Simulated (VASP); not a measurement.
GaN: single point with LDA

The system is GaN.

```
Ga N
1.0
     3.15181    0.00000    0.00000
    -1.57591    2.72955    0.00000
     0.00000    0.00000    5.13840
Ga N
2 2
Direct
  0.33333 0.66667 0.99930
  0.66667 0.33333 0.49930
  0.33333 0.66667 0.37570
  0.66667 0.33333 0.87570
```

```yaml
Program: VASP 6.6.1
Task: single point
Functional: LDA
Potentials_or_basis: VASP PAW LDA potentials, release 64 (Ga_d, N)
Cutoff: 520 eV
k_mesh: 8 × 8 × 4
Occupations: gaussian, width 0.01 eV
Spin: non-collinear spin, zero start, spin-orbit coupling
Starting_moments: "[[0.0, 0.0, 0.0], [0.0, 0.0, 0.0], [0.0, 0.0, 0.0], [0.0, 0.0, 0.0]] μB"
Dipole_correction: no
Further_INCAR_settings: ALGO = Normal; EDIFF = 1e-06; NBANDS = 50
```

```yaml
Pressure: 1.3 GPa
Net_moment: 0.00 μB per cell
Valence_electrons_inside_the_program's_atomic_spheres: Ga 11.95; N 3.72
```

Moments on the atoms (μB; x, y, z):
```
Ga  0.00 0.00 0.00
Ga  0.00 0.00 0.00
N   0.00 0.00 0.00
N   0.00 0.00 0.00
```

It took 6 min on 1 thread of AMD EPYC 7R13, with other jobs on the host, peak memory 0.25 GiB.
